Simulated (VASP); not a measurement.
Here is a VASP 6.6.1 calculation.

File INCAR:

```
ALGO     = Normal         # electronic algorithm
EDIFF    = 1E-7           # SCF threshold, eV
EDIFFG   = -0.005         # ionic threshold
ENCUT    = 600            # plane-wave cutoff, eV
GGA      = CA             # functional
IBRION   = 2              # ionic algorithm
ISIF     = 3              # what is computed and relaxed
ISMEAR   = -1             # smearing method
LASPH    = True           # aspherical terms in the spheres
LCHARG   = False          # write CHGCAR
LREAL    = False          # projectors in reciprocal space
LWAVE    = False          # write WAVECAR
NELM     = 100            # most SCF steps
NSW      = 45             # ionic steps
PREC     = Accurate       # precision mode
SIGMA    = 0.05           # smearing width, eV
```

The input KPOINTS:

```
k-points
0
Gamma
  15 15 8
```

Contents of POSCAR:

```
Hg
1.0
    3.1791125444      0.0000000000      0.0000000000
   -1.5895562722      2.7531922250      0.0000000000
    0.0000000000      0.0000000000      5.0511256404
Hg
2
Direct
    0.3333333333      0.6666666667      0.2500000000
    0.6666666667      0.3333333333      0.7500000000
```

Potentials or basis: VASP PAW LDA potentials, release 64 (Hg).

Command:

```bash
$ cat potpaw_LDA.64/Hg/POTCAR > POTCAR
$ mpirun -np 1 vasp_std > vasp.out
```

Problem. Predict the relaxed volume.

Solution. 22.39 Å³/atom.

Problem. Predict the band gap on the k mesh.

Solution. Zero (band 12 reaches 3.17 eV, above the bottom of band 13 at 1.75 eV).

Problem. Estimate the space group after relaxing (to 0.05 Å).

Solution. P6_3/mmc (No. 194).

Problem. Estimate the relaxed cell.

Solution. a = 3.192 Å, b = 3.192 Å, c = 5.075 Å, α = 90.00°, β = 90.00°, γ = 120.00°.

Final structure:
```yaml
crystal:
  lattice:
    - [3.19155, 0.00000, 0.00000]
    - [-1.59577, 2.76396, 0.00000]
    - [0.00000, 0.00000, 5.07527]
  atoms:
    - { symbol: Hg, position: [0.33333, 0.66667, 0.25000] }
    - { symbol: Hg, position: [0.66667, 0.33333, 0.75000] }
```

Caveat: spin-orbit coupling is left out, which moves the levels of the heavy elements.
